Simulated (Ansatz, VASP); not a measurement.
**Two plane-wave programs on AlInC2N2**

INCAR

```
SYSTEM = AlInC2N2
PREC = Accurate ; ENCUT = 520
EDIFF = 1E-6 ; ISMEAR = 0
SIGMA = 0.1 ; LREAL = .FALSE.
LASPH = .TRUE. ; NELM = 100
ALGO = Normal ; ISIF = 2
LWAVE = .FALSE. ; LCHARG = .FALSE.
GGA = PE ; NBANDS = 26
```

Contents of KPOINTS:

```
regular mesh
0
G
  4 4 2
  0 0 0
```

The input POSCAR:

```
AlInC2N2
1.0
    4.2499761600      0.0000000000      0.0000000000
    1.9763125500      4.2866794500      0.0000000000
    1.5832617100      1.0067458600      8.7911443300
Al In C N
1 1 2 2
Direct
    0.0000000000      0.0000000000      0.0000000000
    0.5000000000      0.5000000000      0.5000000000
    0.8176956700      0.1823043300      0.1823043300
    0.1823043300      0.8176956700      0.8176956700
    0.7039377700      0.2960622300      0.2960622300
    0.2960622300      0.7039377700      0.7039377700
```

Input for Ansatz:

```yaml
crystal:
  lattice:
    - [4.24997616, 0.0, 0.0]
    - [1.97631255, 4.28667945, 0.0]
    - [1.58326171, 1.00674586, 8.79114433]
  atoms:
    - { symbol: Al, position: [0.0, 0.0, 0.0] }
    - { symbol: In, position: [0.5, 0.5, 0.5] }
    - { symbol: C, position: [0.81769567, 0.18230433, 0.18230433] }
    - { symbol: C, position: [0.18230433, 0.81769567, 0.81769567] }
    - { symbol: "N", position: [0.70393777, 0.29606223, 0.29606223] }
    - { symbol: "N", position: [0.29606223, 0.70393777, 0.70393777] }
basis:
  ecutwfc: 420
kpoints:
  mp_grid: { grid: [4, 4, 2] }
hamiltonian:
  xc: pbe
scf:
  occupations: { method: gaussian, width: 0.1 }
  lower_state_search: "off"
output:
  forces: true
  stress: true
  eigenvalues: true
```

Alike in both runs: task single point; functional PBE; k mesh 4 × 4 × 2; occupations gaussian, width 0.1 eV; no spin polarisation.

|  | VASP | Ansatz |
| --- | --- | --- |
| version | VASP 6.6.1 | Ansatz 0.2.0 |
| potentials or method | VASP PAW PBE potentials, release 64 (Al, In_d, C, N), cutoff 520 eV | scalar-relativistic, plane waves, PAW |
| valence electrons in the cell | 34 | 34 |

VASP gave:

| Property | Result |
| --- | --- |
| gap on the k mesh at the Fermi level (eV) | none |
| pressure (GPa) | 5.2 |
| traceless stress, the component that is largest in VASP (GPa) | 10.48 |
| rms of the force components (eV/Å) | 0.784 |

Question: Estimate Ansatz's values.

Answer: gap on the k mesh at the Fermi level (eV): none; pressure (GPa): 5.1; traceless stress, the component that is largest in VASP (GPa): 10.22; rms of the force components (eV/Å): 0.723.

Atom by atom the forces differ by 0.197 eV/Å (rms over components). A gap of «none» marks a metal or a gap that the smearing closes. The functional is the same, so the differences come from potentials, cutoffs and numerics.

The k mesh is coarse, so the values compare programs but aren't converged. Noted on VASP's run: the standard files for N, O and F lose accuracy on very short bonds.
